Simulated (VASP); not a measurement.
Here is a VASP 6.6.1 calculation.

The input INCAR:

```
  ALGO = Normal
  EDIFF = 1E-6
  ENCUT = 520
  GGA = PE
  ISIF = 2
  ISMEAR = -1
  LASPH = True
  LCHARG = True
  LELF = True
  LREAL = False
  LVHAR = True
  LWAVE = False
  NBANDS = 18
  NELM = 60
  PREC = Accurate
  SIGMA = 0.05
```

Contents of KPOINTS:

```
k-points
0
Gamma
  9 9 9
```

File POSCAR:

```
ZnCu
1.0
    2.9645038797      0.0000000000      0.0000000000
    0.0000000000      2.9645038797      0.0000000000
    0.0000000000      0.0000000000      2.9645038797
Zn Cu
1 1
Direct
    0.5000000000      0.5000000000      0.5000000000
    0.0000000000      0.0000000000      0.0000000000
```

Potentials or basis: VASP PAW PBE potentials, release 64 (Zn, Cu).

The run is started by

```console
$ cat potpaw_PBE.64/Zn/POTCAR potpaw_PBE.64/Cu/POTCAR > POTCAR
$ mpirun -np 1 vasp_std > vasp.out
```

Predict the pressure.

0.7 GPa.
